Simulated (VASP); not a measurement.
# CdSe (I-4m2) in VASP: G0W0 quasiparticle levels with PBE

Aim: the G0W0 quasiparticle levels of CdSe with PBE.

Program: VASP 6.6.1. These are calculated values, not measurements. Logs are shortened: lines on timing, memory, paths and dates and some standing lists are left out, and cuts for length are marked.

### 1 The cell of the first run

It takes space group I-4m2 (No. 119, tetragonal). Conventional cell: a = 4.208 Å, b = 4.208 Å, c = 6.387 Å, α = 90.00°, β = 90.00°, γ = 90.00°. Cd (site symmetry -4m2) has 4 Se at 2.64 Å within 3.5 Å. Within 3.5 Å of Se (site symmetry -4m2) lie 4 Cd at 2.64 Å.

### 2 G0W0 quasiparticle levels, PBE

Contents of POSCAR:

```
CdSe
1.0
    0.0000000000      2.9757475364      3.1937139091
    2.9757475364      0.0000000000      3.1937139091
    2.9757475364      2.9757475364      0.0000000000
Cd Se
1 1
Direct
    0.0000000000      0.0000000000      0.0000000000
    0.2500000000      0.2500000000      0.2500000000
```

Contents of INCAR.step1:

```
SYSTEM = CdSe
PREC     = Accurate       ! precision mode
ENCUT    = 500            ! plane-wave cutoff, eV
EDIFF    = 1E-8           ! SCF threshold, eV
ISMEAR   = 0              ! smearing method
SIGMA    = 0.01           ! smearing width, eV
LREAL    = .FALSE.        ! projectors in reciprocal space
LASPH    = .TRUE.         ! aspherical terms in the spheres
NELM     = 80             ! most SCF steps
ALGO     = Normal         ! electronic algorithm
LWAVE    = .TRUE.         ! write WAVECAR
LCHARG   = .FALSE.        ! write CHGCAR
GGA      = PE             ! functional
```

Contents of INCAR.step2:

```
SYSTEM = CdSe
PREC     = Accurate       ! precision mode
ENCUT    = 500            ! plane-wave cutoff, eV
EDIFF    = 1E-8           ! SCF threshold, eV
ISMEAR   = 0              ! smearing method
SIGMA    = 0.01           ! smearing width, eV
LREAL    = .FALSE.        ! projectors in reciprocal space
LASPH    = .TRUE.         ! aspherical terms in the spheres
NELM     = 1              ! most SCF steps
ALGO     = Exact          ! electronic algorithm
LWAVE    = .TRUE.         ! write WAVECAR
LCHARG   = .FALSE.        ! write CHGCAR
GGA      = PE             ! functional
NBANDS   = 244            ! bands
LOPTICS  = .TRUE.         ! frequency-dependent dielectric function
ISTART   = 1
```

Contents of INCAR.step3:

```
SYSTEM = CdSe
PREC     = Accurate       ! precision mode
ENCUT    = 500            ! plane-wave cutoff, eV
EDIFF    = 1E-8           ! SCF threshold, eV
ISMEAR   = 0              ! smearing method
SIGMA    = 0.01           ! smearing width, eV
LREAL    = .FALSE.        ! projectors in reciprocal space
LASPH    = .TRUE.         ! aspherical terms in the spheres
ALGO     = EVGW0          ! electronic algorithm
LWAVE    = .FALSE.        ! write WAVECAR
LCHARG   = .FALSE.        ! write CHGCAR
GGA      = PE             ! functional
NELMGW   = 1            
NBANDS   = 244            ! bands
ENCUTGW  = 150.0          ! cutoff of the response function
NOMEGA   = 96             ! frequency points
PRECFOCK = Fast         
ISTART   = 1            
NBANDSGW = 17           
OMEGAMAX = 20
```

Contents of KPOINTS:

```
Automatic mesh
0
G
  4 4 4
  0 0 0
```

Potentials or basis: VASP PAW PBE potentials, release 64 (Cd_GW, Se_GW).

Started as:

```bash
$ cat potpaw_PBE.64/Cd_GW/POTCAR potpaw_PBE.64/Se_GW/POTCAR > POTCAR
$ cp INCAR.step1 INCAR
$ mpirun -np 1 vasp_std > vasp.out
$ cp INCAR.step2 INCAR
$ mpirun -np 1 vasp_std > vasp.out
$ cp INCAR.step3 INCAR
$ mpirun -np 1 vasp_std > vasp.out
```

OUTCAR:

```text
SYSTEM = CdSe
   PREC = Accurate
   ENCUT = 500
   EDIFF = 1E-8
   ISMEAR = 0
   LREAL = .FALSE.
   LASPH = .TRUE.
   GGA = PE
   NELMGW = 1
   ENCUTGW = 150.0
   PRECFOCK = Fast
   ISTART = 1

 ion  position               nearest neighbor table
   1  0.000  0.000  0.000-   2 2.64   2 2.64   2 2.64   2 2.64
   2  0.250  0.250  0.250-   1 2.64   1 2.64   1 2.64   1 2.64

  LATTYP: Found a body centered tetragonal cell.
 ALAT       =     4.2083425242
 C/A-ratio  =     1.5178013152

  Lattice vectors:

 A1 = (  -2.9757475364,   0.0000000000,   3.1937139091)
 A2 = (   2.9757475364,   0.0000000000,   3.1937139091)
 A3 = (   0.0000000000,   2.9757475364,  -3.1937139091)

Analysis of symmetry for initial positions (statically):
=====================================================================
 Subroutine PRICEL returns:
 Original cell was already a primitive cell.

 Routine SETGRP: Setting up the symmetry group for a
 body centered tetragonal supercell.

 Subroutine GETGRP returns: Found  8 space group operations
 (whereof  8 operations were pure point group operations)
 out of a pool of 16 trial point group operations.

The static configuration has the point symmetry D_2d.

Analysis of symmetry for dynamics (positions and initial velocities):
=====================================================================
 Subroutine PRICEL returns:
 Original cell was already a primitive cell.

 Routine SETGRP: Setting up the symmetry group for a
 body centered tetragonal supercell.

 Subroutine GETGRP returns: Found  8 space group operations
 (whereof  8 operations were pure point group operations)
 out of a pool of 16 trial point group operations.

The dynamic configuration has the point symmetry D_2d.

 Subroutine INISYM returns: Found  8 space group operations
 (whereof  8 operations are pure point group operations),
 and found     1 'primitive' translations

----------------------------------------------------------------------------------------

                                     Primitive cell

  volume of cell :      56.5611

[... 50 lines left out ...]
 -0.250000  0.250000  0.000000      4.000000
  0.500000  0.500000  0.000000      1.000000
  0.250000  0.000000  0.250000      4.000000
  0.500000 -0.000000  0.250000     16.000000
 -0.250000  0.000000  0.250000      8.000000
 -0.250000  0.500000  0.250000      4.000000
  0.500000  0.000000  0.500000      2.000000
 -0.250000  0.250000  0.500000      2.000000
   k-points           NKPTS =     13   k-points in BZ     NKDIM =     64   number of bands    NBANDS=    244
   number of dos      NEDOS =    301   number of ions     NIONS =      2
   total plane-waves  NPLWV =  32768
   dimension x,y,z NGX =    32 NGY =   32 NGZ =   32
   dimension x,y,z NGXF=    64 NGYF=   64 NGZF=   64
   ions per type =               1   1
   NGX,Y,Z   is equivalent  to a cutoff of  12.19, 12.19, 12.64 a.u.
   NGXF,Y,Z  is equivalent  to a cutoff of  24.37, 24.37, 25.28 a.u.
 SYSTEM =  CdSe
   PREC   = accura    normal or accurate (medium, high low for compatibility)
   ISTART =      1    job   : 0-new  1-cont  2-samecut
   ICHARG =      0    charge: 1-file 2-atom 10-const
   ISPIN  =      1    spin polarized calculation?
   LNONCOLLINEAR =      F non collinear calculations
   LSORBIT =      F    spin-orbit coupling
   LASPH  =      T    aspherical Exc in radial PAW
   ENCUT  =  500.0 eV  36.75 Ry    6.06 a.u.   7.96  7.96  7.67*2*pi/ulx,y,z
   NELM   =     60;   NELMIN=  2; NELMDL=  0     # of ELM steps
   EDIFF  = 0.1E-07   stopping-criterion for ELM
   LREAL  =      F    real-space projection
   EDIFFG = 0.1E-06   stopping-criterion for IOM
   NSW    =      0    number of steps for IOM
   IBRION =     -1    ionic relax: 0-MD 1-quasi-New 2-CG
   NFREE  =      0    steps in history (QN), initial steepest desc. (CG)
   ISIF   =      0    stress and relaxation
   ISYM   =      3    0-nonsym 1-usesym 2-fastsym
   POTIM  = 0.5000    time-step for ionic-motion
   TEBEG  =    0.0;   TEEND  =   0.0 temperature during run
   PSTRESS=    0.0 pullay stress
   NELECT =      18.0000    total number of electrons
   NUPDOWN=      -1.0000    fix difference up-down
   EMIN   =  10.00;   EMAX   =-10.00  energy-range for DOS
   EFERMI =   0.00;   METHOD = LEGACY
   ISMEAR =     0;   SIGMA  =   0.01  broadening in eV -4-tet -1-fermi 0-gaus
   EFERMI_NEDOS =   21; number of points for ismear=-14 and -15
   IALGO  =     38    algorithm
   IMIX   =      4    mixing-type and parameters
     AMIX     =   0.40;   BMIX     =  1.00
     AMIX_MAG =   1.60;   BMIX_MAG =  1.00
  volume/ion in A,a.u.               =      28.28       190.85
  Fermi-wavevector in a.u.,A,eV,Ry     =   1.117703  2.112152 16.997203  1.249259
  Thomas-Fermi vector in A             =   2.254328
   LORBIT       =      0    0 simple, 1 ext, 2 COOP (PROOUT), +10 PAW based schemes
   GGA     = PE    functional components
   LHFCALC =     T    Hartree Fock is set to
   PRECFOCK=fast      Normal, Fast or Accurate (Low or Medium for compatibility)
   ENCUT4O =  -1.0   cutoff for four orbital integrals eV
   NKREDX  =     1    reduce k-point grid by
   NKREDY  =     1    reduce k-point grid by
   NKREDZ  =     1    reduce k-point grid by
   AEXX    =    1.0000 exact exchange contribution
   HFSCREEN=    0.0000 screening length (either q_TF or 0.3 A-1)
   HFSCREENC=   0.0000 screening length for correlation (either q_TF or 0.3 A-1)
   ENCUTFOCK=  -1.0 apply spherical cutoff to Coloumb kernel
   IVDW    =     0    specifies the selected vdW correction
   LEPSILON=     F    determine dielectric tensor
   LRPA    =     F    only Hartree local field effects (RPA)
   LRPAFORCE           =     F    calculate RPA forces
   ENCUTGW             = 150.0    cutoff for response function in eV
   ENCUTGWSOFT         = 120.0    soft cutoff for Coulomb kernel in GW response function in eV
   ENCUTLF             =  -1.0    cutoff for local field effects
   NELMGW              =     1    number of iterations in solving QP/BSE equation
   NELMHF              =     1    number of iterations in the inner HF iteration
   NKREDLFX            =     1    NKREDLFY  =   1   NKREDLFZ  =   1
 non-spin polarized calculation
 Gauss-broadening in eV      SIGMA  =   0.01
  energy-cutoff  :      500.00
  volume of cell :       56.56
 maximum number of plane-waves:      1452
  NGX = 18; NGY = 18; NGZ = 18
   NGX = 15   NGY = 15   NGZ = 15
 maximum number of plane-waves:       255
 NGX is ok and might be reduce to    18

 QP shifts <psi_nk| G(iteration)W_0 |psi_nk>: iteration 1
 for sc-GW calculations column KS-energies equals QP-energies in previous step
 and V_xc(KS)=  KS-energies - (<T + V_ion + V_H > + <T+V_H+V_ion>^1  + <V_x>^1)

 k-point   1 :       0.0000    0.0000    0.0000
  band No.  KS-energies  QP-energies   sigma(KS)   V_xc(KS)     V^pw_x(r,r')   Z            occupation Imag(sigma)

      1     -10.4562     -10.8161     -12.9924     -12.3875     -19.7068       0.5949       2.0000       0.9868
      2      -5.8743      -7.5714     -17.6874     -15.1609     -22.8922       0.6717       2.0000       0.2090
      3      -5.8387      -7.5351     -17.7258     -15.2033     -22.9542       0.6725       2.0000       0.2132
      4      -5.8387      -7.5351     -17.7258     -15.2033     -22.9542       0.6725       2.0000       0.2132
      5      -5.4986      -7.2798     -18.0995     -15.4727     -23.2080       0.6781       2.0000       0.1586
      6      -5.4822      -7.2780     -18.1597     -15.5174     -23.2622       0.6796       2.0000       0.1589
[... 248 lines left out ...]
      3      -5.6556      -7.3903     -17.8232     -15.2551     -22.9664       0.6755       2.0000       0.1919
      4      -5.5200      -7.3019     -18.1593     -15.5317     -23.3001       0.6781       2.0000       0.1750
      5      -5.4920      -7.2578     -18.0441     -15.4378     -23.1619       0.6775       2.0000       0.1679
      6      -4.9916      -6.6558     -18.0292     -15.5935     -23.1155       0.6833       2.0000       0.2025
[... 9 lines left out ...]
     16      15.6914      15.8520      -9.4895      -9.7116      -3.7243       0.7231       0.0000      -0.4983
     17      15.7657      15.9114     -10.3291     -10.5307      -4.4781       0.7230       0.0000      -0.5706
```

Wall time 8.9 min (1 thread of Intel Xeon Platinum 8559C (Emerald Rapids), shared host); peak memory 0.86 GiB.

What came out:

```yaml
Quasiparticle_gap: 1.14 eV
Least_direct_quasiparticle_gap: 1.14 eV
Band_gap_of_the_starting_levels_on_the_mesh: 0.48 eV
Least_direct_gap_of_the_starting_levels_on_the_mesh: 0.48 eV
```

Caveat: the k points lie up to 0.45 Å⁻¹ apart; bands, screening cutoff and mesh are small and nothing is extrapolated, so the quasiparticle values aren't converged; the structure was generated, so it needn't be the stable form of CdSe.
